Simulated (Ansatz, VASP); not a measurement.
# Ge: VASP beside Ansatz

File INCAR:

```
PREC = Accurate ; ENCUT = 520
EDIFF = 1E-6 ; ISMEAR = 0
SIGMA = 0.15 ; LREAL = F
LASPH = T ; NELM = 60
ALGO = Normal ; ISIF = 2
LWAVE = F ; LCHARG = F
GGA = PS ; NBANDS = 36
```

File KPOINTS:

```
Automatic mesh
0
Gamma
  12 12 6
```

File POSCAR:

```
Ge
1.0
    3.9969678642      0.0000000000      0.0000000000
   -1.9984839321      3.4614757085      0.0000000000
    0.0000000000      0.0000000000      6.5963651330
Ge
4
Direct
    0.6666666667      0.3333333333      0.0629118565
    0.3333333333      0.6666666667      0.5629118565
    0.6666666667      0.3333333333      0.4370881435
    0.3333333333      0.6666666667      0.9370881435
```

Input for Ansatz:

```yaml
crystal:
  lattice:
    - [3.9969678642, 0.0, 0.0]
    - [-1.9984839321, 3.4614757085, 0.0]
    - [0.0, 0.0, 6.596365133]
  atoms:
    - { symbol: Ge, position: [0.6666666667, 0.3333333333, 0.0629118565] }
    - { symbol: Ge, position: [0.3333333333, 0.6666666667, 0.5629118565] }
    - { symbol: Ge, position: [0.6666666667, 0.3333333333, 0.4370881435] }
    - { symbol: Ge, position: [0.3333333333, 0.6666666667, 0.9370881435] }
basis:
  ecutwfc: 420
kpoints:
  mp_grid: { grid: [12, 12, 6] }
hamiltonian:
  xc: pbesol
scf:
  occupations: { method: gaussian, width: 0.15 }
output:
  forces: true
  stress: true
  eigenvalues: true
```

Alike in both runs: task single point; functional PBEsol; k mesh 12 × 12 × 6; occupations gaussian, width 0.15 eV; no spin polarisation.

|  | VASP | Ansatz |
| --- | --- | --- |
| version | VASP 6.6.1 | Ansatz 0.2.0 |
| potentials or method | VASP PAW PBE potentials, release 64 (Ge_d), cutoff 520 eV | scalar-relativistic, plane waves, PAW |
| valence electrons in the cell | 56 | 56 |

```tsv
	VASP	Ansatz	Ansatz less VASP
gap on the k mesh at the Fermi level (eV)	none	none	-
pressure (GPa)	-0.1	0.0	+0.12
```

VASP's potentials were made for PBE, not for PBEsol. A gap of «none» marks a metal or a gap that the smearing closes.
